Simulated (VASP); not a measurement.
Here is a VASP 6.6.1 calculation.

Contents of INCAR:

```
ALGO = Normal
EDIFF = 1E-6
ENCUT = 520
GGA = PE
ISIF = 2
ISMEAR = 0
LASPH = T
LCHARG = T
LELF = T
LREAL = F
LVHAR = T
LWAVE = F
NBANDS = 18
NELM = 60
PREC = Accurate
SIGMA = 0.05
```

Contents of KPOINTS:

```
k-points
0
Gamma
  12 12 4
```

The input POSCAR:

```
PtSe2
1.0
    3.6953871032      0.0000000000      0.0000000000
   -1.8476935516      3.2490346276      0.0000000000
    0.0000000000      0.0000000000      6.5268785481
Pt Se
1 2
Direct
    0.0000000000      0.0000000000      0.0000000000
    0.3333333333      0.6666666667      0.2001869949
    0.6666666667      0.3333333333      0.7998130051
```

Potentials or basis: VASP PAW PBE potentials, release 64 (Pt, Se).

Run with:

```console
$ cat potpaw_PBE.64/Pt/POTCAR potpaw_PBE.64/Se/POTCAR > POTCAR
$ mpirun -np 1 vasp_std > vasp.out
```

Task: Estimate the largest force.

Result: 0.202 eV/Å.

Task: What does it give for the pressure?

Result: 1.5 GPa.

Task: Predict the band gap on the k mesh.

Result: 0.89 eV, indirect (least direct gap 1.07 eV).

Stress tensor (GPa, compression positive):
```
 2.70  0.00  0.00
 0.00  0.96 -0.50
 0.00 -0.50  0.98
```

Caveat: the cell differs from its parent crystal (strain -0.0150 x Voigt [1, 0, 0, 0, 0, 0]); spin-orbit coupling is left out, which moves the levels of the heavy elements; this functional lacks dispersion, which binds the layers, so the pressure and a relaxed spacing across them are unreliable. A k mesh can miss the band edges.
